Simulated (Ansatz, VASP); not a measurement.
# One calculation of Pt, two programs

```
CELL_PARAMETERS angstrom
0.00000 1.94683 1.87869
1.73268 0.00000 1.87869
1.73268 1.94683 0.00000
ATOMIC_POSITIONS crystal
Pt 0.00000 0.00000 0.00000
```

Change from the starting cell: normal strain along x -0.1100, normal strain along z -0.0350.

Alike in both runs: task single point; functional LDA; k mesh 20 × 20 × 20; occupations gaussian, width 0.15 eV; no spin polarisation.

```csv
,VASP,Ansatz
version,VASP 6.6.1,Ansatz 0.2.0
potentials or method,"VASP PAW LDA potentials, release 64 (Pt), cutoff 520 eV","scalar-relativistic, plane waves, PAW"
valence electrons in the cell,10,18
```

Ansatz gave:

- gap on the k mesh at the Fermi level (eV): none
- pressure (GPa): 71.3
- traceless stress, the component that is largest in VASP (GPa): -10.10

Which values does VASP return?

gap on the k mesh at the Fermi level (eV): none; pressure (GPa): 72.8; traceless stress, the component that is largest in VASP (GPa): -10.15.

LDA's correlation is that of Perdew and Zunger in VASP and of Perdew and Wang (1992) in Ansatz. A gap of «none» marks a metal or a gap that the smearing closes. Both programs put the cell under a high pressure, so it lies far from rest at this level. VASP's potentials hold 10 valence electrons a cell and Ansatz's 18, so a difference there can come from the potentials and not from the codes.

Neither program's run includes spin-orbit coupling. Noted on VASP's run: the cell as given lies far from equilibrium.
